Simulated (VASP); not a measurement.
A run of VASP 6.6.1 is set up as follows.

INCAR

```
SYSTEM = SrHg3O4
ALGO = Normal
EDIFF = 1E-6
ENCUT = 520
GGA = PE
ISIF = 2
ISMEAR = 0
LASPH = .TRUE.
LCHARG = .FALSE.
LREAL = .FALSE.
LWAVE = .FALSE.
NBANDS = 45
NELM = 100
PREC = Accurate
SIGMA = 0.1
```

KPOINTS

```
k-points
0
G
  8 8 8
  0 0 0
```

The input POSCAR:

```
SrHg3O4
1.0
    4.9911429859      0.0000000000      0.0000000000
    0.0000000000      4.9911429859      0.0000000000
    0.0000000000      0.0000000000      4.9911429859
Sr Hg O
1 3 4
Direct
    0.0000000000      0.0000000000      0.0000000000
    0.0000000000      0.5000000000      0.5000000000
    0.5000000000      0.0000000000      0.5000000000
    0.5000000000      0.5000000000      0.0000000000
    0.5000000000      0.0000000000      0.0000000000
    0.5000000000      0.5000000000      0.5000000000
    0.0000000000      0.0000000000      0.5000000000
    0.0000000000      0.5000000000      0.0000000000
```

Potentials or basis: VASP PAW PBE potentials, release 64 (Sr_sv, Hg, O).

The run is started by

```console
$ cat potpaw_PBE.64/Sr_sv/POTCAR potpaw_PBE.64/Hg/POTCAR potpaw_PBE.64/O/POTCAR > POTCAR
$ mpirun -np 1 vasp_std > vasp.out
```

What does it give for the pressure?

0.7 GPa.

Predict the band gap on the k mesh.

zero (bands 35 and 36 overlap by 1.03 eV).

Caveat: spin-orbit coupling is left out, which moves the levels of the heavy elements.
